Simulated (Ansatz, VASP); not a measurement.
## B2AsN in VASP and in Ansatz

Contents of POSCAR:

```
B2AsN
1.0
   -2.1211533955      2.1211533955      4.1533937131
    2.1211533955     -2.1211533955      4.1533937131
    2.1211533955      2.1211533955     -4.1533937131
N B As
2 4 2
Direct
    0.0000000000      0.0000000000      0.0000000000
    0.2500000000      0.7500000000      0.5000000000
    0.6250000000      0.7001349977      0.5751349977
    0.9501349977      0.3750000000      0.0751349977
    0.1250000000      0.0498650023      0.4248650023
    0.2998650023      0.8750000000     -0.0751349977
    0.5000000000      0.5000000000      0.0000000000
    0.7500000000      0.2500000000      0.5000000000
```

INCAR.step1

```
PREC = Accurate ; ENCUT = 520
ISMEAR = 0 ; SIGMA = 0.01
LREAL = F ; LASPH = T
NELM = 60 ; NBANDS = 26
GGA = PE ; ALGO = Normal
EDIFF = 1E-4 ; LWAVE = T
LCHARG = F
```

The input INCAR.step2:

```
PREC = Accurate ; ENCUT = 520
EDIFF = 1E-6 ; ISMEAR = 0
SIGMA = 0.01 ; LREAL = F
LASPH = T ; NELM = 60
ALGO = Normal ; ISIF = 2
LWAVE = F ; LCHARG = F
METAGGA = R2SCAN ; LMIXTAU = T
NBANDS = 26 ; ISTART = 1
```

The input KPOINTS:

```
regular mesh
0
Gamma
  8 8 8
```

Input for Ansatz:

```yaml
crystal:
  lattice:
    - [-2.1211533955, 2.1211533955, 4.1533937131]
    - [2.1211533955, -2.1211533955, 4.1533937131]
    - [2.1211533955, 2.1211533955, -4.1533937131]
  atoms:
    - { symbol: "N", position: [0.0, 0.0, 0.0] }
    - { symbol: B, position: [0.625, 0.7001349977, 0.5751349977] }
    - { symbol: "N", position: [0.25, 0.75, 0.5] }
    - { symbol: B, position: [0.9501349977, 0.375, 0.0751349977] }
    - { symbol: As, position: [0.5, 0.5, 0.0] }
    - { symbol: B, position: [0.125, 0.0498650023, 0.4248650023] }
    - { symbol: As, position: [0.75, 0.25, 0.5] }
    - { symbol: B, position: [0.2998650023, 0.875, -0.0751349977] }
kpoints:
  mp_grid: { grid: [8, 8, 8] }
  band_path:
    path:
      - [0.0, 0.0, 0.0]
      - [0.0, 0.0, 0.5]
      - [0.25, 0.25, 0.25]
      - [0.0, 0.5, 0.0]
      - [0.5, 0.5, -0.5]
      - [0.3152045586, 0.6847954414, -0.3152045586]
      - [-0.3152045586, 0.3152045586, 0.3152045586]
      - [-0.1304091172, 0.1304091172, 0.5]
      - [0.5, 0.5, -0.1304091172]
      - [-0.041667, 0.036458, -0.036458]
    npoints: 1
hamiltonian:
  xc: r2scan
scf:
  occupations: { method: fixed }
  n_extra_bands: 6
output:
  forces: true
  stress: true
  eigenvalues: true
```

Alike in both runs: task single point; functional r2SCAN; k mesh 8 × 8 × 8; no spin polarisation.

```csv
,VASP,Ansatz
version,VASP 6.6.1,Ansatz 0.2.0
potentials or method,"VASP PAW PBE potentials, release 64 (N, B, As)","plane waves, PAW"
plane-wave cutoff (eV),520,500
occupations,"gaussian, width 0.01 eV",fixed
valence electrons in the cell,32,52
```

|  | VASP | Ansatz | Ansatz less VASP |
| --- | --- | --- | --- |
| gap on the k mesh at the Fermi level (eV) | 2.41 | 2.42 | +0.007 |
| pressure (GPa) | 0.6 | 0.0 | -0.64 |
| rms of the force components (eV/Å) | 0.013 | 0.000 | -0.0132 |

VASP's potentials were made for PBE, not for r2SCAN. VASP's potentials hold 32 valence electrons a cell and Ansatz's 52, so a difference there can come from the potentials and not from the codes.
